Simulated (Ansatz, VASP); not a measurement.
# Rb2Na: VASP beside Ansatz

```xyz
3
Lattice="0.0000 4.8974 4.8974 4.8974 0.0000 4.8974 4.8974 4.8974 0.0000" Properties=species:S:1:pos:R:3 pbc="T T T"
Rb    2.4487    2.4487    2.4487
Rb    7.3462    7.3462    7.3462
Na    0.0000    0.0000    0.0000
```

Alike in both runs: functional PBE; k mesh 4 × 4 × 4; occupations gaussian, width 0.1 eV; no spin polarisation.

Ansatz relaxed the structure, and its values are those at the end. VASP's run is a single point on that final structure, the one shown.

```csv
,VASP,Ansatz
version,VASP 6.6.1,Ansatz 0.2.0
potentials or method,"VASP PAW PBE potentials, release 64 (Rb_sv, Na_pv), cutoff 520 eV","scalar-relativistic, plane waves, PAW"
valence electrons in the cell,25,27
```

```csv
,VASP,Ansatz,Ansatz less VASP
gap on the k mesh at the Fermi level (eV),none,none,-
pressure (GPa),0.1,0.1,0.00
```

A gap of «none» marks a metal or a gap that the smearing closes. VASP's potentials hold 25 valence electrons a cell and Ansatz's 27, so a difference there can come from the potentials and not from the codes.
